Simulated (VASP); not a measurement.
# Hf7Si8O32 (a cell with a defect) in VASP: single point with PBE

Aim: the single point of Hf7Si8O32 (a cell with a defect) with PBE.

Everything below comes from runs of VASP 6.6.1. Logs are shortened: lines on timing, memory, paths and dates and some standing lists are left out, and cuts for length are marked.

### 1 The cell of the first run

The cell holds a defect, 47 atoms: a = 8.963 Å, b = 8.963 Å, c = 8.963 Å, α = 95.71°, β = 116.76°, γ = 116.76°.

### 2 Single point, PBE (atoms taken out, then relaxed in part)

INCAR reads:

```
SYSTEM = Hf7Si8O32
  ALGO = Normal
  EDIFF = 1E-6
  ENCUT = 520
  GGA = PE
  ISIF = 2
  ISMEAR = 0
  LASPH = .TRUE.
  LCHARG = .FALSE.
  LREAL = Auto
  LWAVE = .FALSE.
  NBANDS = 176
  NELECT = 296.0
  NELM = 60
  PREC = Accurate
  SIGMA = 0.01
```

KPOINTS reads:

```
Automatic mesh
0
Gamma
  2 2 2
  0.5 0.5 0.5
```

POSCAR reads:

```
Hf7Si8O32
1.0
    0.0000000000      6.6454904175     -6.0144475520
   -6.6454904175      0.0000000000      6.0144475520
    6.6454904175      0.0000000000      6.0144475520
Hf Si O
7 8 32
Direct
    0.0000000000      0.1250000000      0.6250000000
    0.5000000000      0.8750000000      0.8750000000
    0.0000000000      0.6250000000      0.1250000000
    0.5000000000      0.2523960779      0.7410984677
    0.0112976102      0.0089015323      0.0089015323
    0.5000000000      0.7410984677      0.2523960779
   -0.0112976102      0.4976039221      0.4976039221
    1.0000000000      0.8750000000      0.3750000000
    0.5000000000      0.6272305091      0.6272305091
    1.0000000000      0.3750000000      0.8750000000
    0.5000000000      0.1227694909      0.1227694909
    0.5000000000      0.0007967088      0.4988955684
   -0.0019011404      0.7492032912      0.7492032912
    0.5000000000      0.4988955684      0.0007967088
    0.0019011404      0.2511044316      0.2511044316
    0.3133245595      0.8214840230      0.3125512187
    0.8289881584      0.5690305832      0.5690305832
    0.3133245595      0.3125512187      0.8214840230
    0.8069248233      0.0699507630      0.0699507630
    0.0044873142      0.6951946184      0.3781800102
    0.5000000000      0.4532098793      0.6545676515
   -0.0044873142      0.1907073042      0.8736926961
    0.5000000000      0.9379485805      0.1253788080
    0.1710118416      0.2400424248      0.2400424248
    0.6866754405      0.0081594636      0.4992266592
    0.1930751767      0.7630259397      0.7630259397
    0.6866754405      0.4992266592      0.0081594636
   -0.0044873142      0.8736926961      0.1907073042
    0.5000000000      0.6545676515      0.4532098793
    1.0044873142      0.3781800102      0.6951946184
    0.5000000000      0.1253788080      0.9379485805
    0.1829853919      0.0548053816      0.5592926958
    0.6874302275      0.8120514195      0.8120514195
    0.1829853919      0.5592926958      0.0548053816
    0.7013577722      0.2967901207      0.2967901207
    1.0089328043      0.2507733408      0.4374487813
    0.5000000000      0.9869740603      0.6800492370
    0.9910671957      0.7418405364      0.9285159770
    0.5000000000      0.5099575752      0.1809694168
    0.8170146081      0.8763073039      0.3718199898
    0.3125697725      0.6246211920      0.6246211920
    0.8170146081      0.3718199898      0.8763073039
    0.2986422278      0.0954323485      0.0954323485
    0.5000000000      0.1809694168      0.5099575752
   -0.0089328043      0.9285159770      0.7418405364
    0.5000000000      0.6800492370      0.9869740603
    0.0089328043      0.4374487813      0.2507733408
```

Potentials or basis: VASP PAW PBE potentials, release 64 (Hf_pv, Si, O).

Command:

```sh
> cat potpaw_PBE.64/Hf_pv/POTCAR potpaw_PBE.64/Si/POTCAR potpaw_PBE.64/O/POTCAR > POTCAR
> mpirun -np 1 vasp_std > vasp.out
```

OUTCAR:

```text
SYSTEM = Hf7Si8O32
   EDIFF = 1E-6
   ENCUT = 520
   GGA = PE
   ISIF = 2
   ISMEAR = 0
   LASPH = .TRUE.
   LREAL = Auto
   NELECT = 296.0
   NELM = 60
   PREC = Accurate

 ion  position               nearest neighbor table
   1  0.000  0.125  0.625-  45 2.13  18 2.13  36 2.13  25 2.13  30 2.27  40 2.27  22 2.27  32 2.27
                             8 3.01  10 3.01   5 3.66   7 3.66   4 3.66   6 3.66
   2  0.500  0.875  0.875-  19 2.10  26 2.10  37 2.10  46 2.10  33 2.26  23 2.26  41 2.26  31 2.26
                             9 2.98  11 2.98   4 3.70   6 3.70   5 3.70   7 3.70
   3  0.000  0.625  0.125-  38 2.13  16 2.13  47 2.13  27 2.13  20 2.27  42 2.27  28 2.27  34 2.27
                             8 3.01  10 3.01   6 3.66   7 3.66   5 3.66   4 3.66
   4  0.500  0.252  0.741-  21 2.03  44 2.11  42 2.14  32 2.14  31 2.19  18 2.33  27 2.33  37 2.39
                            12 2.97  14 3.05   3 3.66   1 3.66   2 3.70
   5  0.011  0.009  0.009-  43 2.03  24 2.11  28 2.14  22 2.14  33 2.19  45 2.33  38 2.33  19 2.39
                            15 2.97  13 3.05   1 3.66   3 3.66   2 3.70
   6  0.500  0.741  0.252-  29 2.03  39 2.11  40 2.14  34 2.14  23 2.19  16 2.33  25 2.33  46 2.39
                            14 2.97  12 3.05   1 3.66   3 3.66   2 3.70
   7  0.989  0.498  0.498-  35 2.03  17 2.11  30 2.14  20 2.14  41 2.19  36 2.33  47 2.33  26 2.39
                            13 2.97  15 3.05   1 3.66   3 3.66   2 3.70
   8  0.000  0.875  0.375-  20 1.63  32 1.63  28 1.63  40 1.63   1 3.01   3 3.01
   9  0.500  0.627  0.627-  21 1.60  29 1.60  33 1.66  41 1.66   2 2.98
  10  0.000  0.375  0.875-  30 1.63  34 1.63  22 1.63  42 1.63   1 3.01   3 3.01
  11  0.500  0.123  0.123-  43 1.60  35 1.60  23 1.66  31 1.66   2 2.98
  12  0.500  0.001  0.499-  44 1.61  37 1.64  25 1.64  16 1.64   4 2.97   6 3.05
  13  0.998  0.749  0.749-  17 1.61  26 1.64  38 1.64  45 1.64   7 2.97   5 3.05
  14  0.500  0.499  0.001-  39 1.61  46 1.64  27 1.64  18 1.64   6 2.97   4 3.05
  15  0.002  0.251  0.251-  24 1.61  19 1.64  36 1.64  47 1.64   5 2.97   7 3.05
  16  0.313  0.821  0.313-  12 1.64   3 2.13   6 2.33
  17  0.829  0.569  0.569-  13 1.61   7 2.11
  18  0.313  0.313  0.821-  14 1.64   1 2.13   4 2.33
  19  0.807  0.070  0.070-  15 1.64   2 2.10   5 2.39
  20  0.004  0.695  0.378-   8 1.63   7 2.14   3 2.27
  21  0.500  0.453  0.655-   9 1.60   4 2.03
  22  0.996  0.191  0.874-  10 1.63   5 2.14   1 2.27
  23  0.500  0.938  0.125-  11 1.66   6 2.19   2 2.26
  24  0.171  0.240  0.240-  15 1.61   5 2.11
  25  0.687  0.008  0.499-  12 1.64   1 2.13   6 2.33
  26  0.193  0.763  0.763-  13 1.64   2 2.10   7 2.39
  27  0.687  0.499  0.008-  14 1.64   3 2.13   4 2.33
  28  0.996  0.874  0.191-   8 1.63   5 2.14   3 2.27
[... 5 lines left out ...]
  34  0.183  0.559  0.055-  10 1.63   6 2.14   3 2.27
  35  0.701  0.297  0.297-  11 1.60   7 2.03
  36  0.009  0.251  0.437-  15 1.64   1 2.13   7 2.33
  37  0.500  0.987  0.680-  12 1.64   2 2.10   4 2.39
  38  0.991  0.742  0.929-  13 1.64   3 2.13   5 2.33
  39  0.500  0.510  0.181-  14 1.61   6 2.11
  40  0.817  0.876  0.372-   8 1.63   6 2.14   1 2.27
  41  0.313  0.625  0.625-   9 1.66   7 2.19   2 2.26
  42  0.817  0.372  0.876-  10 1.63   4 2.14   3 2.27
  43  0.299  0.095  0.095-  11 1.60   5 2.03
  44  0.500  0.181  0.510-  12 1.61   4 2.11
  45  0.991  0.929  0.742-  13 1.64   1 2.13   5 2.33
  46  0.500  0.680  0.987-  14 1.64   2 2.10   6 2.39
  47  0.009  0.437  0.251-  15 1.64   3 2.13   7 2.33

  LATTYP: Found a body centered tetragonal cell.
 ALAT       =     9.3981426770
 C/A-ratio  =     1.2799225887

  Lattice vectors:

 A1 = (   6.6454904175,   0.0000000000,  -6.0144475520)
 A2 = (  -6.6454904175,   0.0000000000,  -6.0144475520)
 A3 = (   0.0000000000,   6.6454904175,   6.0144475520)

Analysis of symmetry for initial positions (statically):
=====================================================================
 Subroutine PRICEL returns:
 Original cell was already a primitive cell.

 Routine SETGRP: Setting up the symmetry group for a
 body centered tetragonal supercell.

 Subroutine GETGRP returns: Found  8 space group operations
 (whereof  2 operations were pure point group operations)
 out of a pool of 16 trial point group operations.

The static configuration has the point symmetry C_1h.
 The point group associated with its full space group is D_2d.

Analysis of symmetry for dynamics (positions and initial velocities):
=====================================================================
 Subroutine PRICEL returns:
 Original cell was already a primitive cell.

 Routine SETGRP: Setting up the symmetry group for a
[... 127 lines left out ...]

 KPOINTS: Automatic mesh

Automatic generation of k-mesh.
 Grid dimensions read from file:
 generate k-points for:    2    2    2

 Generating k-lattice:

  Cartesian coordinates                     Fractional coordinates (reciprocal lattice)
     0.000000000  0.075238992  0.000000000     0.500000000  0.000000000  0.000000000
    -0.037619496  0.037619496  0.041566577    -0.000000000  0.500000000  0.000000000
     0.037619496  0.037619496  0.041566577    -0.000000000  0.000000000  0.500000000

  Length of vectors
     0.075238992  0.067514690  0.067514690

  Shift w.r.t. Gamma in fractional coordinates (k-lattice)
     0.500000000  0.500000000  0.500000000

 Subroutine IBZKPT returns following result:
 ===========================================

 Found      3 irreducible k-points:

 Following reciprocal coordinates:
            Coordinates               Weight
  0.250000  0.250000  0.250000      2.000000
 -0.250000  0.250000  0.250000      2.000000
  0.250000 -0.250000  0.250000      4.000000
   k-points           NKPTS =      3   k-points in BZ     NKDIM =      3   number of bands    NBANDS=    176
   number of dos      NEDOS =    301   number of ions     NIONS =     47
   total plane-waves  NPLWV = 343000
   dimension x,y,z NGX =    70 NGY =   70 NGZ =   70
   dimension x,y,z NGXF=   140 NGYF=  140 NGZF=  140
   ions per type =               7   8  32
   NGX,Y,Z   is equivalent  to a cutoff of  12.98, 12.98, 12.98 a.u.
   NGXF,Y,Z  is equivalent  to a cutoff of  25.97, 25.97, 25.97 a.u.
 SYSTEM =  Hf7Si8O32
   PREC   = accura    normal or accurate (medium, high low for compatibility)
   ISTART =      0    job   : 0-new  1-cont  2-samecut
   ICHARG =      2    charge: 1-file 2-atom 10-const
   ISPIN  =      1    spin polarized calculation?
   LNONCOLLINEAR =      F non collinear calculations
   LSORBIT =      F    spin-orbit coupling
   LASPH  =      T    aspherical Exc in radial PAW
   ENCUT  =  520.0 eV  38.22 Ry    6.18 a.u.  16.67 16.67 16.67*2*pi/ulx,y,z
   NELM   =     60;   NELMIN=  2; NELMDL= -5     # of ELM steps
   EDIFF  = 0.1E-05   stopping-criterion for ELM
   LREAL  =      T    real-space projection
   EDIFFG = 0.1E-04   stopping-criterion for IOM
   NSW    =      0    number of steps for IOM
   IBRION =     -1    ionic relax: 0-MD 1-quasi-New 2-CG
   NFREE  =      0    steps in history (QN), initial steepest desc. (CG)
   ISIF   =      2    stress and relaxation
   ISYM   =      2    0-nonsym 1-usesym 2-fastsym
   POTIM  = 0.5000    time-step for ionic-motion
   TEBEG  =    0.0;   TEEND  =   0.0 temperature during run
   PSTRESS=    0.0 pullay stress
   NELECT =     296.0000    total number of electrons
   NUPDOWN=      -1.0000    fix difference up-down
   EMIN   =  10.00;   EMAX   =-10.00  energy-range for DOS
   EFERMI =   0.00;   METHOD = LEGACY
   ISMEAR =     0;   SIGMA  =   0.01  broadening in eV -4-tet -1-fermi 0-gaus
   EFERMI_NEDOS =   21; number of points for ismear=-14 and -15
   IALGO  =     38    algorithm
   IMIX   =      4    mixing-type and parameters
     AMIX     =   0.40;   BMIX     =  1.00
     AMIX_MAG =   1.60;   BMIX_MAG =  1.00
  volume/ion in A,a.u.               =      11.30        76.27
  Fermi-wavevector in a.u.,A,eV,Ry     =   1.347138  2.545722 24.691597  1.814781
  Thomas-Fermi vector in A             =   2.474913
   LORBIT       =      0    0 simple, 1 ext, 2 COOP (PROOUT), +10 PAW based schemes
   GGA     = PE    functional components
   LHFCALC =     F    Hartree Fock is set to
   AEXX    =    0.0000 exact exchange contribution
   IVDW    =     0    specifies the selected vdW correction
   LEPSILON=     F    determine dielectric tensor
   LRPA    =     F    only Hartree local field effects (RPA)
 non-spin polarized calculation
 Gauss-broadening in eV      SIGMA  =   0.01
  energy-cutoff  :      520.00
  volume of cell :      531.23
 maximum number of plane-waves:     14292
 NGX is ok and might be reduce to    70
   NGX = 33   NGY = 33   NGZ = 33

 number of electron     296.0000014 magnetization

 Free energy of the ion-electron system (eV)
  ---------------------------------------------------
  ext. energy  EPLUGINS =         0.00000000
  ---------------------------------------------------
  free energy    TOTEN  =      -401.02369509 eV

  energy without entropy =     -401.01921915  energy(sigma->0) =     -401.02145712

 E-fermi :   2.6477     XC(G=0): -10.7382

 val. band max:        2.6183632913   @ k =  -0.2500   0.2500   0.2500
 cond. band min:       2.6517483238   @ k =   0.2500  -0.2500   0.2500
 fundamental gap:      0.0333850325
 Fermi energy:         2.6476554710

 k-point     1 :       0.2500    0.2500    0.2500
  band No.  band energies     occupation
      1     -27.0991      2.00000
      2     -27.0991      2.00000
      3     -27.0866      2.00000
      4     -27.0866      2.00000
      5     -27.0716      2.00000
      6     -27.0716      2.00000
[... 478 lines left out ...]
    159       8.8022      0.00000
    160       8.8351      0.00000
 [bands above 160 left out]

------------------------ aborting loop because EDIFF is reached ----------------------------------------

  FORCE on cell =-STRESS in cart. coord.  units (eV):
  Direction    XX          YY          ZZ          XY          YZ          ZX
  --------------------------------------------------------------------------------------
  -------------------------------------------------------------------------------------
  Total       20.4371630     20.4371630     20.7185404      0.0000000      0.0000000      0.0000000
  in kB       61.6384035     61.6384035     62.4870365      0.0000000      0.0000000      0.0000000
  external PRESSURE =      61.9212812 kB  Pullay stress =       0.0000000 kB

 VOLUME and BASIS-vectors are now :
 -----------------------------------------------------------------------------
  energy-cutoff  :      520.00
  volume of cell :      531.23
      direct lattice vectors                 reciprocal lattice vectors
     0.000000000  6.645490417 -6.014447552     0.000000000  0.150477984  0.000000000
    -6.645490417  0.000000000  6.014447552    -0.075238992  0.075238992  0.083133155
     6.645490417  0.000000000  6.014447552     0.075238992  0.075238992  0.083133155

 POSITION                                       TOTAL-FORCE (eV/Angst)
 -----------------------------------------------------------------------------------
      3.32275      0.00000      4.51084        -0.000000     -0.000000     -0.000000
      0.00000      3.32275      7.51806        -0.000000     -0.000000     -0.000000
     -3.32275      0.00000      4.51084        -0.000000     -0.000000     -0.000000
      3.24767      3.32275      2.96810        -0.038998     -0.000000     -0.018771
      0.00000      0.07508      0.03913        -0.000000      0.038998      0.018771
     -3.24767      3.32275      2.96810         0.038998     -0.000000     -0.018771
[... 39 lines left out ...]
      2.03967      3.32275      7.01900        -0.152354     -0.000000      0.100773
     -1.24055      0.05936      4.08555        -0.137264     -0.007685      0.122837
 -----------------------------------------------------------------------------------
    total drift:                               -0.000001      0.000001     -0.000002

  FREE ENERGIE OF THE ION-ELECTRON SYSTEM (eV)
  ---------------------------------------------------
  free  energy   TOTEN  =      -401.0236950870 eV

  energy  without entropy=     -401.0192191547  energy(sigma->0) =     -401.02145712
```

Wall time 41 min (1 thread of Intel Xeon 8259CL, shared host); peak memory 0.79 GiB.

Results:

```yaml
Free_energy: -401.0237 eV
Largest_force: 0.207 eV/Å
```

Forces on the atoms (eV/Å):
```
Hf   0.000  0.000  0.000
Hf   0.000  0.000  0.000
Hf   0.000  0.000  0.000
Hf  -0.039  0.000 -0.019
Hf   0.000  0.039  0.019
Hf   0.039  0.000 -0.019
Hf   0.000 -0.039  0.019
Si   0.000  0.000  0.000
Si   0.000  0.000 -0.023
Si   0.000  0.000  0.000
Si   0.000  0.000  0.023
Si   0.035  0.000 -0.029
Si   0.000  0.035  0.029
Si  -0.035  0.000 -0.029
Si   0.000 -0.035  0.029
O    0.008 -0.137 -0.123
O    0.000  0.007 -0.181
O   -0.008 -0.137 -0.123
O    0.000 -0.152 -0.101
O    0.128 -0.006 -0.136
O    0.199  0.000 -0.056
O    0.128  0.006 -0.136
O    0.097  0.000 -0.125
O    0.000 -0.007 -0.181
O    0.008  0.137 -0.123
O    0.000  0.152 -0.101
O   -0.008  0.137 -0.123
O   -0.128  0.006 -0.136
O   -0.199  0.000 -0.056
O   -0.128 -0.006 -0.136
O   -0.097  0.000 -0.125
O   -0.006  0.128  0.136
O    0.000  0.097  0.125
O    0.006  0.128  0.136
O    0.000  0.199  0.056
O    0.137 -0.008  0.123
O    0.152  0.000  0.101
O    0.137  0.008  0.123
O   -0.007  0.000  0.181
O    0.006 -0.128  0.136
O    0.000 -0.097  0.125
O   -0.006 -0.128  0.136
O    0.000 -0.199  0.056
O    0.007  0.000  0.181
O   -0.137  0.008  0.123
O   -0.152  0.000  0.101
O   -0.137 -0.008  0.123
```

Levels at points of the mesh, in eV from the Fermi level:
| k point | band 146 | band 147 | band 148 | band 149 | band 150 | band 151 |
| --- | --- | --- | --- | --- | --- | --- |
| (0.25, 0.25, 0.25) | -0.23 | -0.08 | 0.01 | 0.01 | 5.35 | 5.35 |

Caveat: the k points lie up to 0.42 Å⁻¹ apart; the cell carries a net charge on a neutralising background, which shifts energy and pressure; the cell differs from its parent crystal (atoms taken out, then relaxed in part); the cell is charged against a uniform background, so pressure and absolute levels hang on convention; spin-orbit coupling is left out, which moves the levels of the heavy elements.
